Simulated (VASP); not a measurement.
# Mg2ZnS3: single point with PBE

Crystal: Mg2ZnS3.

```
Mg Zn S
1.0
     5.97818   -3.45064    0.00000
     5.97818    3.45064    0.00000
     0.00000    0.00000    6.43373
Mg Zn S
4 2 6
Direct
  0.16634 0.50341 0.50363
  0.49659 0.83366 0.50363
  0.83366 0.49659 0.00363
  0.50341 0.16634 0.00363
  0.83662 0.16338 0.50492
  0.16338 0.83662 0.00492
  0.15596 0.84404 0.37310
  0.51003 0.16683 0.38736
  0.83317 0.48997 0.38736
  0.84404 0.15596 0.87310
  0.16683 0.51003 0.88736
  0.48997 0.83317 0.88736
```

```json
{"Program": "VASP 6.6.1", "Task": "single point", "Functional": "PBE", "Potentials or basis": "VASP PAW PBE potentials, release 64 (Mg, Zn, S)", "Cutoff": "520 eV", "k mesh": "4 × 4 × 4", "Occupations": "gaussian, width 0.01 eV", "Spin": "no spin polarisation"}
```

```
Pressure               : -0.1 GPa
Largest force          : 0.026 eV/Å
Band gap on the k mesh : 2.96 eV
```

Forces on the atoms (eV/Å):
```
Mg  -0.001  0.000  0.001
Mg   0.001  0.000  0.001
Mg   0.001  0.000  0.001
Mg  -0.001  0.000  0.001
Zn   0.000  0.002  0.001
Zn   0.000 -0.002  0.001
S    0.000 -0.022  0.014
S   -0.019  0.011 -0.008
S    0.019  0.011 -0.008
S    0.000  0.022  0.014
S   -0.019 -0.011 -0.008
S    0.019 -0.011 -0.008
```

Levels at points of the mesh, in eV from the valence-band top:
```
           k point  band 31  band 32  band 33  band 34  band 35  band 36  band 37  band 38
(0.00, 0.00, 0.00)    -0.61    -0.05    -0.04     0.00     2.96     4.09     4.68     4.70
(0.50, 0.00, 0.00)    -0.58    -0.50    -0.46    -0.38     4.31     4.67     5.04     5.17
(0.50, 0.50, 0.00)    -0.60    -0.55    -0.40    -0.33     4.20     4.91     4.98     5.14
(0.00, 0.00, 0.50)    -0.34    -0.34    -0.33    -0.33     4.28     4.28     5.13     5.13
(0.50, 0.00, 0.50)    -0.85    -0.85    -0.76    -0.76     4.22     4.22     5.10     5.10
(0.50, 0.50, 0.50)    -0.86    -0.86    -0.82    -0.82     4.21     4.21     5.10     5.10
```

Run time: 4.1 min on 1 thread of Intel(R) Xeon(R) Platinum 8488C (Sapphire Rapids) (shared host), peak memory 0.49 GiB.
